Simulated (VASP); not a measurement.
Here is a VASP 6.6.1 calculation.

INCAR

```
ALGO = Normal
EDIFF = 1E-6
ENCUT = 520
GGA = PE
ISIF = 2
ISMEAR = 0
LASPH = True
LCHARG = True
LELF = True
LREAL = False
LVHAR = True
LWAVE = False
NBANDS = 52
NELM = 80
PREC = Accurate
SIGMA = 0.1
```

KPOINTS

```
k-points
0
Gamma
  8 4 4
```

POSCAR

```
RhO
1.0
   -2.7603672915      0.0000000000      0.0000000000
    0.0000000000      0.0000000000     -5.5198685152
    0.0000000000     -5.5207345830      0.0000000000
Rh O
4 4
Direct
    0.5000000000      0.7500000000      0.7500000000
    0.5000000000      0.2500000000      0.7500000000
    0.5000000000      0.7500000000      0.2500000000
    0.5000000000      0.2500000000      0.2500000000
    0.0000000000      0.0000000000      0.0000000000
    0.0000000000      0.5000000000      0.0000000000
    0.0000000000      0.0000000000      0.5000000000
    0.0000000000      0.5000000000      0.5000000000
```

Potentials or basis: VASP PAW PBE potentials, release 64 (Rh_pv, O).

Run with:

```sh
$ cat potpaw_PBE.64/Rh_pv/POTCAR potpaw_PBE.64/O/POTCAR > POTCAR
$ mpirun -np 1 vasp_std > vasp.out
```

**Question.** Predict the band gap on the k mesh.

**Answer.** Zero (bands 42 and 43 overlap by 1.76 eV).

**Question.** Estimate the pressure.

**Answer.** 0.0 GPa.
